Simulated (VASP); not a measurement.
FeSi (anti NiAs type): single point with PBEsol

FeSi (anti NiAs type):

```
Si Fe
1.0
     2.13713    0.00000    0.00000
    -1.06856    1.85081    0.00000
     0.00000    0.00000    6.28103
Si Fe
2 2
Direct
  0.00000 0.00000 0.00000
  0.00000 0.00000 0.50000
  0.33333 0.66667 0.25000
  0.66667 0.33333 0.75000
```

```json
{
  "Program": "VASP 6.6.1",
  "Task": "single point",
  "Functional": "PBEsol",
  "Potentials or basis": "VASP PAW PBE potentials, release 64 (Si, Fe)",
  "Cutoff": "520 eV",
  "k mesh": "13 × 13 × 8",
  "Occupations": "fermi-dirac, width 0.05 eV",
  "Spin": "collinear spin, ferromagnetic start",
  "Starting moments": "[0.0, 0.0, 2.5, 2.5] μB"
}
```

```yaml
Pressure: 432.8 GPa
Band_gap_on_the_k_mesh: zero (filled and empty bands overlap)
Net_moment: 0.00 μB per cell
```

Stress tensor (GPa, compression positive):
```
430.50   0.00   0.00
  0.00 430.50   0.00
  0.00   0.00 437.41
```

Levels at points of the mesh, in eV from the Fermi level:
Spin up:
| k point | band 9 | band 10 | band 11 | band 12 | band 13 | band 14 | band 15 | band 16 |
| --- | --- | --- | --- | --- | --- | --- | --- | --- |
| (0.00, 0.00, 0.00) | -2.76 | -2.76 | -0.43 | -0.43 | -0.08 | -0.08 | 6.14 | 10.37 |
| (0.00, 0.00, 0.50) | -2.78 | -2.78 | -0.26 | -0.26 | -0.26 | -0.26 | 8.13 | 8.13 |
Spin down:
```tsv
k point	band 9	band 10	band 11	band 12	band 13	band 14	band 15	band 16
(0.00, 0.00, 0.00)	-2.76	-2.76	-0.43	-0.43	-0.08	-0.08	6.14	10.37
(0.00, 0.00, 0.50)	-2.78	-2.78	-0.26	-0.26	-0.26	-0.26	8.13	8.13
```

It took 42 s on 1 thread of Intel(R) Xeon(R) 6975P-C (Granite Rapids) (shared host), peak memory 0.2 GiB.

Caveat: the cell stands under pressure; the PAW data sets were made with another functional, which shifts forces and pressure a little.
